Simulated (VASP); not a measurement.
A run of VASP 6.6.1:

Contents of INCAR:

```
SYSTEM = Mg27SeO26
PREC = Accurate
ENCUT = 520
EDIFF = 1E-8
ISMEAR = -1
SIGMA = 0.01
LREAL = Auto
LASPH = .TRUE.
NELM = 80
ALGO = Normal
ISIF = 2
LWAVE = .FALSE.
LCHARG = .FALSE.
GGA = PE
LEFG = .TRUE.
NBANDS = 141
```

File KPOINTS:

```
regular mesh
0
G
  3 3 3
  0 0 0
```

POSCAR

```
Mg27SeO26
1.0
    0.0000000000      6.3255000000      6.3255000000
    6.3255000000      0.0000000000      6.3255000000
    6.3255000000      6.3255000000      0.0000000000
Mg Se O
27 1 26
Direct
    0.0000000000      0.0000000000      0.0000000000
    0.0000000000      0.0000000000      0.3333333333
    0.0000000000      0.0000000000      0.6666666667
    0.0000000000      0.3333333333      0.0000000000
    0.0000000000      0.3333333333      0.3333333333
    0.0000000000      0.3333333333      0.6666666667
    0.0000000000      0.6666666667      0.0000000000
    0.0000000000      0.6666666667      0.3333333333
    0.0000000000      0.6666666667      0.6666666667
    0.3333333333      0.0000000000      0.0000000000
    0.3333333333      0.0000000000      0.3333333333
    0.3333333333      0.0000000000      0.6666666667
    0.3333333333      0.3333333333      0.0000000000
    0.3333333333      0.3333333333      0.3333333333
    0.3333333333      0.3333333333      0.6666666667
    0.3333333333      0.6666666667      0.0000000000
    0.3333333333      0.6666666667      0.3333333333
    0.3333333333      0.6666666667      0.6666666667
    0.6666666667      0.0000000000      0.0000000000
    0.6666666667      0.0000000000      0.3333333333
    0.6666666667      0.0000000000      0.6666666667
    0.6666666667      0.3333333333      0.0000000000
    0.6666666667      0.3333333333      0.3333333333
    0.6666666667      0.3333333333      0.6666666667
    0.6666666667      0.6666666667      0.0000000000
    0.6666666667      0.6666666667      0.3333333333
    0.6666666667      0.6666666667      0.6666666667
    0.1666666667      0.1666666667      0.1666666667
    0.1666666667      0.1666666667      0.5000000000
    0.1666666667      0.1666666667      0.8333333333
    0.1666666667      0.5000000000      0.1666666667
    0.1666666667      0.5000000000      0.5000000000
    0.1666666667      0.5000000000      0.8333333333
    0.1666666667      0.8333333333      0.1666666667
    0.1666666667      0.8333333333      0.5000000000
    0.1666666667      0.8333333333      0.8333333333
    0.5000000000      0.1666666667      0.1666666667
    0.5000000000      0.1666666667      0.5000000000
    0.5000000000      0.1666666667      0.8333333333
    0.5000000000      0.5000000000      0.1666666667
    0.5000000000      0.5000000000      0.5000000000
    0.5000000000      0.5000000000      0.8333333333
    0.5000000000      0.8333333333      0.1666666667
    0.5000000000      0.8333333333      0.5000000000
    0.5000000000      0.8333333333      0.8333333333
    0.8333333333      0.1666666667      0.1666666667
    0.8333333333      0.1666666667      0.5000000000
    0.8333333333      0.1666666667      0.8333333333
    0.8333333333      0.5000000000      0.1666666667
    0.8333333333      0.5000000000      0.5000000000
    0.8333333333      0.5000000000      0.8333333333
    0.8333333333      0.8333333333      0.1666666667
    0.8333333333      0.8333333333      0.5000000000
    0.8333333333      0.8333333333      0.8333333333
```

Potentials or basis: VASP PAW PBE potentials, release 64 (Mg, Se, O).

Run with:

```bash
$ cat potpaw_PBE.64/Mg/POTCAR potpaw_PBE.64/Se/POTCAR potpaw_PBE.64/O/POTCAR > POTCAR
$ mpirun -np 1 vasp_std > vasp.out
```

Hardware: 1 thread of Intel(R) Xeon(R) Platinum 8488C (Sapphire Rapids), with other jobs on the host.

Task: How long does it take, and how much memory?

Result: Wall time 13 min on 1 thread of Intel(R) Xeon(R) Platinum 8488C (Sapphire Rapids) (shared host), peak memory 0.78 GiB. Counts: scf iterations 19, k points 4.
